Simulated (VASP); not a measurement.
Wanted: the native input for a VASP 6.6.1 run.

```
Task                   : single point
Functional             : rpbe exchange, lyp correlation
Potentials or basis    : VASP PAW PBE potentials, release 64 (Rb_sv)
Cutoff                 : 500 eV
k mesh                 : 7 × 7 × 7
Occupations            : fermi-dirac, width 0.01 eV
Spin                   : no spin polarisation
Dipole correction      : no
Further INCAR settings : ALGO = Normal; EDIFF = 1e-06; NBANDS = 10
```

The structure of Rb lies in POSCAR:

```
Rb
1.0
   -2.7836907084      2.7836907084      2.7836907084
    2.7836907084     -2.7836907084      2.7836907084
    2.7836907084      2.7836907084     -2.7836907084
Rb
1
Direct
    0.0000000000      0.0000000000      0.0000000000
```

These files were run (other wordings do the same):

INCAR

```
SYSTEM = Rb
ALGO = Normal
EDIFF = 1E-6
ENCUT = 500
GGA = LIBXC
GGA_COMPAT = .FALSE.
ISIF = 2
ISMEAR = -1
LASPH = .TRUE.
LCHARG = .FALSE.
LIBXC1 = GGA_X_RPBE
LIBXC2 = GGA_C_LYP
LREAL = .FALSE.
LWAVE = .FALSE.
NBANDS = 10
NELM = 120
PREC = Accurate
SIGMA = 0.01
```

KPOINTS

```
k-points
0
G
  7 7 7
  0 0 0
```

Potentials or basis: VASP PAW PBE potentials, release 64 (Rb_sv).

Run with:

```sh
$ cat potpaw_PBE.64/Rb_sv/POTCAR > POTCAR
$ mpirun -np 1 vasp_std > vasp.out
```

It gave:

The pressure is 0.5 GPa and the band gap on the k mesh is zero (an odd number of electrons rules out a gap without spin polarisation).

Caveat: the PAW data sets were made with another functional, which shifts forces and pressure a little.

Wall time 12 s on 1 thread of Intel(R) Xeon(R) Platinum 8259CL CPU @ 2.50GHz (Skylake/Cascade Lake) (shared host), peak memory 0.2 GiB.
